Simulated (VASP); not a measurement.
Set up this calculation in VASP 6.6.1, as the native input.

```yaml
Task: single point
Functional: PBE
Potentials_or_basis: VASP PAW PBE potentials, release 64 (Zn, Cu)
Cutoff: 520 eV
k_mesh: 2 × 2 × 2
Occupations: fermi-dirac, width 0.15 eV
Spin: no spin polarisation
Dipole_correction: no
Further_INCAR_settings: ALGO = Normal; EDIFF = 1e-06; NBANDS = 90
```

The structure of Zn12Cu (a cell with a defect) lies in POSCAR:

```
Zn12Cu
1.0
    5.3200000000      0.0000000000      0.0000000000
   -3.9900000000      6.9108830000      0.0000000000
    0.0000000000      0.0000000000      4.9369600000
Zn Cu
12 1
Direct
    0.0859597777      0.0553330112      0.1044537839
    0.2595432729      0.2530540405      0.6119188812
   -0.1356119342      0.2919950005     -0.1206849645
    0.1520190665      0.4958919109      0.3090097534
    0.0058377382      0.7061628476      0.0088182183
    0.1961478475      0.8856403881      0.5357127671
    0.5208392421     -0.0555953642      0.0650752593
    0.6470199269      0.2069786955      0.3791876030
    0.5012204172      0.4032926412      0.0747410894
    0.7774392688      0.5308244824      0.5822022168
    0.3935970904      0.6318864964     -0.2111639248
    0.7600822818      0.9750770486      0.6183929008
    0.6605287042      0.7305840012      0.2929873160
```

One way to write it, as run:

INCAR

```
ALGO     = Normal         # electronic algorithm
EDIFF    = 1E-6           # SCF threshold, eV
ENCUT    = 520            # plane-wave cutoff, eV
GGA      = PE             # functional
ISIF     = 2              # what is computed and relaxed
ISMEAR   = -1             # smearing method
LASPH    = True           # aspherical terms in the spheres
LCHARG   = False          # write CHGCAR
LREAL    = False          # projectors in reciprocal space
LWAVE    = False          # write WAVECAR
NBANDS   = 90             # bands
NELM     = 100            # most SCF steps
PREC     = Accurate       # precision mode
SIGMA    = 0.15           # smearing width, eV
```

KPOINTS

```
k-points
0
Gamma
  2 2 2
```

Potentials or basis: VASP PAW PBE potentials, release 64 (Zn, Cu).

Launch:

```sh
$ cat potpaw_PBE.64/Zn/POTCAR potpaw_PBE.64/Cu/POTCAR > POTCAR
$ mpirun -np 1 vasp_std > vasp.out
```

Results of the run:

* Pressure: 9.3 GPa
* Largest force: 0.081 eV/Å

Caveat: the k points lie up to 0.68 Å⁻¹ apart.

Run time: 3.1 min on 1 thread of AMD EPYC 7R43 64-Core Processor (Zen 3), on a shared host, peak memory 0.3 GiB.
